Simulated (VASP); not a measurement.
# TaN (P-62m) in VASP: notebook, part 2 of 3

VASP 6.6.1. The steps go on from the part before.

## Step 3: Relaxation of cell and atoms, PBEsol

This run uses another cell than the first one: it holds 12 atoms, not 6.

The input, INCAR:

```
  PREC = Accurate
  ENCUT = 600
  EDIFF = 1E-6
  ISMEAR = 0
  SIGMA = 0.1
  LREAL = F
  LASPH = T
  NELM = 100
  ALGO = Normal
  ISIF = 3
  LWAVE = F
  LCHARG = F
  GGA = PS
  IBRION = 2
  NSW = 80
  EDIFFG = -0.015
```

The input, KPOINTS:

```
regular mesh
0
Gamma
  6 6 6
```

The input, POSCAR:

```
TaN
1.0
    2.5894604360     -4.4850770395      0.0000000000
   -5.1789208721      0.0000000000      0.0000000000
    0.0000000000      0.0000000000     -5.7919945411
Ta N
6 6
Direct
    0.3333333333      0.6666666667      0.2500000000
    0.3333333333      0.6666666667      0.7500000000
    0.6666666667      0.3333333333      0.2500000000
    0.6666666667      0.3333333333      0.7500000000
    1.0000000000      1.0000000000      0.5000000000
    1.0000000000      1.0000000000      0.0000000000
    1.0000000000      0.6066290585      0.5000000000
    1.0000000000      0.6066290585      0.0000000000
    0.3933709415      0.3933709415      0.5000000000
    0.3933709415      0.3933709415      0.0000000000
    0.6066290585      1.0000000000      0.5000000000
    0.6066290585      1.0000000000      0.0000000000
```

Potentials or basis: VASP PAW PBE potentials, release 64 (Ta_pv, N).

Run with:

```sh
> cat potpaw_PBE.64/Ta_pv/POTCAR potpaw_PBE.64/N/POTCAR > POTCAR
> mpirun -np 1 vasp_std > vasp.out
```

OUTCAR:

```text
PREC = Accurate
   ENCUT = 600
   EDIFF = 1E-6
   ISMEAR = 0
   LREAL = F
   LASPH = T
   NELM = 100
   ISIF = 3
   GGA = PS
   IBRION = 2
   NSW = 80
   EDIFFG = -0.015

 ion  position               nearest neighbor table
   1  0.333  0.667  0.250-   7 2.15   8 2.15  11 2.15  12 2.15   9 2.15  10 2.15   2 2.90   2 2.90
                             3 2.99   3 2.99   3 2.99   5 3.32   6 3.32   6 3.32   5 3.32   6 3.32
   2  0.333  0.667  0.750-   7 2.15   8 2.15  11 2.15  12 2.15   9 2.15  10 2.15   1 2.90   1 2.90
                             4 2.99   4 2.99   4 2.99   5 3.32   6 3.32   6 3.32   5 3.32   6 3.32
   3  0.667  0.333  0.250-  11 2.15  12 2.15   7 2.15   8 2.15   9 2.15  10 2.15   4 2.90   4 2.90
                             1 2.99   1 2.99   1 2.99   5 3.32   6 3.32   5 3.32   6 3.32   5 3.32
   4  0.667  0.333  0.750-  11 2.15  12 2.15   7 2.15   8 2.15   9 2.15  10 2.15   3 2.90   3 2.90
                             2 2.99   2 2.99   2 2.99   5 3.32   6 3.32   5 3.32   6 3.32   5 3.32
   5  0.000  0.000  0.500-   7 2.04  11 2.04   9 2.04   6 2.90   6 2.90   2 3.32   3 3.32   4 3.32
                             1 3.32   2 3.32   1 3.32   3 3.32   4 3.32   4 3.32   3 3.32   1 3.32
   6  0.000  0.000  0.000-   8 2.04  12 2.04  10 2.04   5 2.90   5 2.90   2 3.32   3 3.32   4 3.32
                             1 3.32   2 3.32   1 3.32   3 3.32   4 3.32   4 3.32   3 3.32   1 3.32
   7  0.000  0.607  0.500-   5 2.04   2 2.15   1 2.15   4 2.15   3 2.15
   8  0.000  0.607  0.000-   6 2.04   2 2.15   1 2.15   4 2.15   3 2.15
   9  0.393  0.393  0.500-   5 2.04   2 2.15   1 2.15   4 2.15   3 2.15
  10  0.393  0.393  0.000-   6 2.04   2 2.15   1 2.15   4 2.15   3 2.15
  11  0.607  0.000  0.500-   5 2.04   4 2.15   3 2.15   2 2.15   1 2.15
[... 8 lines left out ...]
 A1 = (   2.5894604360,  -4.4850770395,   0.0000000000)
 A2 = (  -5.1789208721,   0.0000000000,   0.0000000000)
 A3 = (   0.0000000000,   0.0000000000,  -5.7919945411)

Analysis of symmetry for initial positions (statically):
=====================================================================
 Subroutine PRICEL returns following result:

  LATTYP: Found a hexagonal cell.
 ALAT       =     5.1789208721
 C/A-ratio  =     0.5591893257

  Lattice vectors:

 A1 = (   2.5894604360,  -4.4850770395,   0.0000000000)
 A2 = (  -5.1789208721,   0.0000000000,   0.0000000000)
 A3 = (   0.0000000000,   0.0000000000,  -2.8959972706)

   2 primitive cells build up your supercell.

 Routine SETGRP: Setting up the symmetry group for a
 hexagonal supercell.

 Subroutine GETGRP returns: Found 12 space group operations
 (whereof 12 operations were pure point group operations)
 out of a pool of 24 trial point group operations.

The static configuration has the point symmetry D_3h.

Analysis of symmetry for dynamics (positions and initial velocities):
=====================================================================
 Subroutine PRICEL returns following result:

  LATTYP: Found a hexagonal cell.
 ALAT       =     5.1789208721
 C/A-ratio  =     0.5591893257

  Lattice vectors:

 A1 = (   2.5894604360,  -4.4850770395,   0.0000000000)
 A2 = (  -5.1789208721,   0.0000000000,   0.0000000000)
 A3 = (   0.0000000000,   0.0000000000,  -2.8959972706)

   2 primitive cells build up your supercell.

 Routine SETGRP: Setting up the symmetry group for a
 hexagonal supercell.

 Subroutine GETGRP returns: Found 12 space group operations
[... 94 lines left out ...]
   number of dos      NEDOS =    301   number of ions     NIONS =     12
   total plane-waves  NPLWV =  84672
   dimension x,y,z NGX =    42 NGY =   42 NGZ =   48
   dimension x,y,z NGXF=    84 NGYF=   84 NGZF=   96
   ions per type =               6   6
   NGX,Y,Z   is equivalent  to a cutoff of  13.48, 13.48, 13.78 a.u.
   NGXF,Y,Z  is equivalent  to a cutoff of  26.96, 26.96, 27.55 a.u.
 SYSTEM =  unknown system
   PREC   = accura    normal or accurate (medium, high low for compatibility)
   ISTART =      0    job   : 0-new  1-cont  2-samecut
   ICHARG =      2    charge: 1-file 2-atom 10-const
   ISPIN  =      1    spin polarized calculation?
   LNONCOLLINEAR =      F non collinear calculations
   LSORBIT =      F    spin-orbit coupling
   LASPH  =      T    aspherical Exc in radial PAW
   ENCUT  =  600.0 eV  44.10 Ry    6.64 a.u.  10.34 10.34 11.57*2*pi/ulx,y,z
   NELM   =    100;   NELMIN=  2; NELMDL= -5     # of ELM steps
   EDIFF  = 0.1E-05   stopping-criterion for ELM
   LREAL  =      F    real-space projection
   EDIFFG = -.1E-01   stopping-criterion for IOM
   NSW    =     80    number of steps for IOM
   IBRION =      2    ionic relax: 0-MD 1-quasi-New 2-CG
   NFREE  =      1    steps in history (QN), initial steepest desc. (CG)
   ISIF   =      3    stress and relaxation
   ISYM   =      2    0-nonsym 1-usesym 2-fastsym
   POTIM  = 0.5000    time-step for ionic-motion
   TEBEG  =    0.0;   TEEND  =   0.0 temperature during run
   PSTRESS=    0.0 pullay stress
   NELECT =      96.0000    total number of electrons
   NUPDOWN=      -1.0000    fix difference up-down
   EMIN   =  10.00;   EMAX   =-10.00  energy-range for DOS
   EFERMI =   0.00;   METHOD = LEGACY
   ISMEAR =     0;   SIGMA  =   0.10  broadening in eV -4-tet -1-fermi 0-gaus
   EFERMI_NEDOS =   21; number of points for ismear=-14 and -15
   IALGO  =     38    algorithm
   IMIX   =      4    mixing-type and parameters
     AMIX     =   0.40;   BMIX     =  1.00
     AMIX_MAG =   1.60;   BMIX_MAG =  1.00
  volume/ion in A,a.u.               =      11.21        75.66
  Fermi-wavevector in a.u.,A,eV,Ry     =   1.462916  2.764511 29.118154  2.140124
  Thomas-Fermi vector in A             =   2.579073
   LORBIT       =      0    0 simple, 1 ext, 2 COOP (PROOUT), +10 PAW based schemes
   GGA     = PS    functional components
   LHFCALC =     F    Hartree Fock is set to
   AEXX    =    0.0000 exact exchange contribution
   IVDW    =     0    specifies the selected vdW correction
   LEPSILON=     F    determine dielectric tensor
   LRPA    =     F    only Hartree local field effects (RPA)
 conjugate gradient relaxation of ions
 non-spin polarized calculation
 Gauss-broadening in eV      SIGMA  =   0.10
  energy-cutoff  :      600.00
  volume of cell :      134.54
 maximum number of plane-waves:      4529
 NGX is ok and might be reduce to    42

--------------------------------------- Ionic step        1  -------------------------------------------

 number of electron      96.0000004 magnetization

 Free energy of the ion-electron system (eV)
  ---------------------------------------------------
  ext. energy  EPLUGINS =         0.00000000
  ---------------------------------------------------
  free energy    TOTEN  =      -142.91406040 eV

  energy without entropy =     -142.90999263  energy(sigma->0) =     -142.91202651

------------------------ aborting loop because EDIFF is reached ----------------------------------------

  FORCE on cell =-STRESS in cart. coord.  units (eV):
  Direction    XX          YY          ZZ          XY          YZ          ZX
  --------------------------------------------------------------------------------------
  -------------------------------------------------------------------------------------
  Total        0.7976815      0.7976815      0.3176665      0.0000000     -0.0000000      0.0000000
  in kB        9.4995446      9.4995446      3.7830726      0.0000000     -0.0000000      0.0000000
  external PRESSURE =       7.5940539 kB  Pullay stress =       0.0000000 kB
[... 125 lines left out ...]
--------------------------------------- Ionic step        4  -------------------------------------------

 number of electron      96.0000003 magnetization

 Free energy of the ion-electron system (eV)
  ---------------------------------------------------
  ext. energy  EPLUGINS =         0.00000000
  ---------------------------------------------------
  free energy    TOTEN  =      -142.91498460 eV

  energy without entropy =     -142.91086168  energy(sigma->0) =     -142.91292314

 E-fermi :   8.2692     XC(G=0): -13.2118

 val. band max:        8.1198851951   @ k =   0.1667   0.0000   0.1667
 cond. band min:       8.2742925103   @ k =   0.1667   0.0000   0.3333
 fundamental gap:      0.1544073152
 Fermi energy:         8.2691660955

 k-point     1 :       0.0000    0.0000    0.0000
  band No.  band energies     occupation
      1     -28.2459      2.00000
      2     -28.0461      2.00000
      3     -27.8964      2.00000
      4     -27.8964      2.00000
      5     -27.7376      2.00000
      6     -27.7376      2.00000
[... 1429 lines left out ...]
     56      10.6121      0.00000
     57      10.9665      0.00000

 [... further k-points ...]

------------------------ aborting loop because EDIFF is reached ----------------------------------------

  FORCE on cell =-STRESS in cart. coord.  units (eV):
  Direction    XX          YY          ZZ          XY          YZ          ZX
  --------------------------------------------------------------------------------------
  -------------------------------------------------------------------------------------
  Total       -0.0252628     -0.0252628      0.1231589     -0.0000000     -0.0000000      0.0000000
  in kB       -0.3001750     -0.3001750      1.4633844     -0.0000000     -0.0000000      0.0000000
  external PRESSURE =       0.2876781 kB  Pullay stress =       0.0000000 kB
[... 27 lines left out ...]
  FREE ENERGIE OF THE ION-ELECTRON SYSTEM (eV)
  ---------------------------------------------------
  free  energy   TOTEN  =      -142.9149846014 eV

  energy  without entropy=     -142.9108616782  energy(sigma->0) =     -142.91292314

 reached required accuracy - stopping structural energy minimisation
```

Run time: 15 min. Hardware: 1 thread of Oxide Virtual Turin-like, shared host; peak memory 0.38 GiB.

What came out:

```yaml
Free_energy: -142.9150 eV
Relaxed_volume: 11.24 Å³/atom
Relaxed_cell: a = 5.186 Å, b = 5.186 Å, c = 5.790 Å, α = 90.00°, β = 90.00°, γ = 120.00°
Space_group_after_relaxing_to_0.05_Å: P-62m (No. 189)
Energy_gained_by_relaxing: 0.1 meV/atom
Ionic_steps: 4
Pressure_after_relaxing: 0.0 GPa
Largest_force_after_relaxing: 0.007 eV/Å
Band_gap_on_the_k_mesh: zero (band 48 reaches 8.36 eV, above the bottom of band 49 at 8.27 eV)
```

Forces in eV/Å, atoms in the order of the input:
```
Ta   0.000  0.000  0.000
Ta   0.000  0.000  0.000
Ta   0.000  0.000  0.000
Ta   0.000  0.000  0.000
Ta   0.000  0.000  0.000
Ta   0.000  0.000  0.000
N   -0.007  0.000  0.000
N   -0.007  0.000  0.000
N    0.003  0.006  0.000
N    0.003  0.006  0.000
N    0.003 -0.006  0.000
N    0.003 -0.006  0.000
```

Stress tensor (GPa, compression positive):
```
-0.03  0.00  0.00
 0.00 -0.03  0.00
 0.00  0.00  0.15
```

Step by step:
```tsv
step	energy change (eV)	largest force (eV/Å)	pressure (GPa)	volume (Å³)
1	0.0000	0.0084	0.76	134.54
2	0.0033	0.0420	-1.81	135.57
3	-0.0009	0.0078	-0.05	134.86
4	-0.0009	0.0065	0.03	134.84
```

Final structure:
```yaml
crystal:
  lattice:
    - [2.59277, -4.49080, 0.00000]
    - [-5.18553, 0.00000, 0.00000]
    - [0.00000, 0.00000, -5.79030]
  atoms:
    - { symbol: Ta, position: [0.33333, 0.66667, 0.25000] }
    - { symbol: Ta, position: [0.33333, 0.66667, 0.75000] }
    - { symbol: Ta, position: [0.66667, 0.33333, 0.25000] }
    - { symbol: Ta, position: [0.66667, 0.33333, 0.75000] }
    - { symbol: Ta, position: [0.00000, 0.00000, 0.50000] }
    - { symbol: Ta, position: [0.00000, 0.00000, 0.00000] }
    - { symbol: N, position: [0.00000, 0.60666, 0.50000] }
    - { symbol: N, position: [0.00000, 0.60666, 0.00000] }
    - { symbol: N, position: [0.39334, 0.39334, 0.50000] }
    - { symbol: N, position: [0.39334, 0.39334, 0.00000] }
    - { symbol: N, position: [0.60666, 0.00000, 0.50000] }
    - { symbol: N, position: [0.60666, 0.00000, 0.00000] }
```

Caveat: the PAW data sets were made with another functional, which shifts forces and pressure a little; spin-orbit coupling is left out, which moves the levels of the heavy elements.

(Continued in part 3 of 3.)
